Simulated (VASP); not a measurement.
A run of VASP 6.6.1:

The input INCAR:

```
SYSTEM = BaTe
ALGO = Normal ; EDIFF = 1E-6
ENCUT = 520 ; GGA = PE
ISIF = 2 ; ISMEAR = 0
LASPH = .TRUE. ; LCHARG = .FALSE.
LREAL = .FALSE. ; LWAVE = .FALSE.
NBANDS = 24 ; NELM = 80
PREC = Accurate ; SIGMA = 0.05
```

File KPOINTS:

```
k-points
0
G
  8 8 4
  0 0 0
```

POSCAR

```
BaTe
1.0
    5.8540413139      0.0000000000      0.0000000000
   -2.9270206570      5.0697484927      0.0000000000
    0.0000000000      0.0000000000      6.8825303309
Ba Te
2 2
Direct
    0.6666666667      0.3333333333      0.0626000000
    0.3333333333      0.6666666667      0.5626000000
    0.6666666667      0.3333333333      0.5626000000
    0.3333333333      0.6666666667      0.0626000000
```

Potentials or basis: VASP PAW PBE potentials, release 64 (Ba_sv, Te).

Command:

```bash
$ cat potpaw_PBE.64/Ba_sv/POTCAR potpaw_PBE.64/Te/POTCAR > POTCAR
$ mpirun -np 1 vasp_std > vasp.out
```

Hardware: 1 thread of Intel(R) Xeon(R) 6975P-C (Granite Rapids), on a shared host.

Q: How long does it take, and how much memory?

A: Run time: 3.8 min on 1 thread of Intel(R) Xeon(R) 6975P-C (Granite Rapids), on a shared host, peak memory 0.43 GiB. Counts: scf iterations 16, k points 30.
